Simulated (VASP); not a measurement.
Here is a VASP 6.6.1 calculation.

The input INCAR:

```
PREC = Accurate
ENCUT = 520
EDIFF = 1E-6
ISMEAR = 0
SIGMA = 0.1
LREAL = F
LASPH = T
NELM = 80
ALGO = Normal
ISIF = 2
LWAVE = F
LCHARG = F
GGA = PE
NBANDS = 34
```

The input KPOINTS:

```
regular mesh
0
Gamma
  12 12 6
```

The input POSCAR:

```
Ti2RuC3
1.0
    3.8078525124     -1.4967647539      0.0043271573
    3.8078525124      1.4967647539      0.0043271573
   -2.4957840561      0.0000000000      5.2731782579
Ti Ru C
2 1 3
Direct
    0.4361405299      0.4361405299      0.1979515723
    0.6160863916      0.6160863916      0.7987382613
    0.8025567500      0.8025567500      0.5002644393
    0.0834492029      0.0834492029      0.5085635383
    0.1310963746      0.1310963746      0.0850500617
    0.9306717012      0.9306717012      0.9094321071
```

Potentials or basis: VASP PAW PBE potentials, release 64 (Ti_sv, Ru_pv, C).

The run is started by

```sh
$ cat potpaw_PBE.64/Ti_sv/POTCAR potpaw_PBE.64/Ru_pv/POTCAR potpaw_PBE.64/C/POTCAR > POTCAR
$ mpirun -np 1 vasp_std > vasp.out
```

(1) Predict the pressure.

(2) Predict the band gap on the k mesh.

(3) What does it give for the largest force?

## Answers

(1) 0.3 GPa.

(2) zero (band 25 reaches 11.09 eV, above the bottom of band 26 at 10.10 eV).

(3) 0.066 eV/Å.
